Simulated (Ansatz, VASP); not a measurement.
**One calculation of CaO, two programs**

```
Ca O
1.0
     0.00000    2.40356    2.40356
     2.40356    0.00000    2.40356
     2.40356    2.40356    0.00000
Ca O
1 1
Cartesian
  0.0000 0.0000 0.0000
  2.4036 2.4036 2.4036
```

Alike in both runs: task relaxation of cell and atoms; functional PBE; k mesh 8 × 8 × 8; occupations gaussian, width 0.02 eV; no spin polarisation.

```csv
,VASP,Ansatz
version,VASP 6.6.1,Ansatz 0.2.0
potentials or method,"VASP PAW PBE potentials, release 64 (Ca_sv, O), cutoff 600 eV","scalar-relativistic, plane waves, PAW"
valence electrons in the cell,16,16
```

```tsv
	VASP	Ansatz	Ansatz less VASP
gap on the k mesh at the Fermi level, each at its own relaxed structure (eV)	3.64	3.66	+0.016
relaxed volume (Å³/atom)	14.15	14.09	-0.062
relaxed cell length with the largest relative difference (Å)	3.421	3.416	-0.0050
```
